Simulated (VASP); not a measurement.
MoH6, 7 atoms in the cell. The structure is cubic, space group F-43m (No. 216). The conventional cell has a = 6.428 Å, b = 6.428 Å, c = 6.428 Å, α = 90.00°, β = 90.00°, γ = 90.00°. H (site symmetry 2mm) has 4 H at 1.92 Å and 2 Mo at 2.29 Å within 2.5 Å. Mo (site symmetry -43m) has 12 H at 2.29 Å within 3.0 Å. 

* Program: VASP 6.6.1
* Task: relaxation of cell and atoms
* Functional: PBE
* Potentials or basis: VASP PAW PBE potentials, release 64 (H, Mo_sv)
* Cutoff: 500 eV
* k mesh: 3 × 3 × 3
* Occupations: gaussian, width 0.15 eV
* Spin: no spin polarisation
* Dipole correction: no
* Further INCAR settings: ALGO = Normal; EDIFF = 1e-07; IBRION = 2; EDIFFG = -0.08; NSW = 36; ISIF = 3

Potentials or basis: VASP PAW PBE potentials, release 64 (H, Mo_sv).

Command:

```sh
$ cat potpaw_PBE.64/H/POTCAR potpaw_PBE.64/Mo_sv/POTCAR > POTCAR
$ mpirun -np 1 vasp_std > vasp.out
```

Hardware: 1 thread of AMD EPYC 7R43 64-Core Processor (Zen 3) (shared host).

Problem. Estimate the wall time of this run.

Solution. Wall time 2.6 min on 1 thread of AMD EPYC 7R43 64-Core Processor (Zen 3), on a shared host, peak memory 0.19 GiB. Counts: scf iterations 127, k points 4, ion steps 10.
